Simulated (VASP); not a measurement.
The system is Zr.

```
Zr
1.0
     0.00000    2.99433    2.99433
     2.99433    0.00000    2.99433
     2.99433    2.99433    0.00000
Zr
2
Direct
  0.50000 0.50000 0.50000
  0.75000 0.75000 0.75000
```

| Quantity | Value |
| --- | --- |
| Program | VASP 6.6.1 |
| Task | relaxation of cell and atoms |
| Functional | r2SCAN |
| Potentials or basis | VASP PAW PBE potentials, release 64 (Zr_sv) |
| Cutoff | 600 eV |
| k mesh | 6 × 6 × 6 |
| Occupations | gaussian, width 0.1 eV |
| Spin | no spin polarisation |

At the start: pressure 5.3 GPa; volume 26.85 Å³/atom.

Task: Where does the relaxation end?

Result: Over 3 steps the energy falls by 47.9 meV/atom and the volume is 29.73 Å³/atom (+10.8 %); space group Fd-3m (No. 227, to 0.05 Å).

The path:
| step | energy change (eV) | largest force (eV/Å) | pressure (GPa) | volume (Å³) |
| --- | --- | --- | --- | --- |
| 1 | 0.0000 | 0.0000 | 5.35 | 53.69 |
| 2 | -0.0890 | 0.0000 | -1.27 | 60.97 |
| 3 | -0.0957 | 0.0000 | -0.17 | 59.47 |

Final structure:
```
CELL_PARAMETERS angstrom
0.00000 3.09806 3.09806
3.09806 0.00000 3.09806
3.09806 3.09806 0.00000
ATOMIC_POSITIONS crystal
Zr 0.50000 0.50000 0.50000
Zr 0.75000 0.75000 0.75000
```

Caveat: the PAW data sets were made with another functional, which shifts forces and pressure a little.
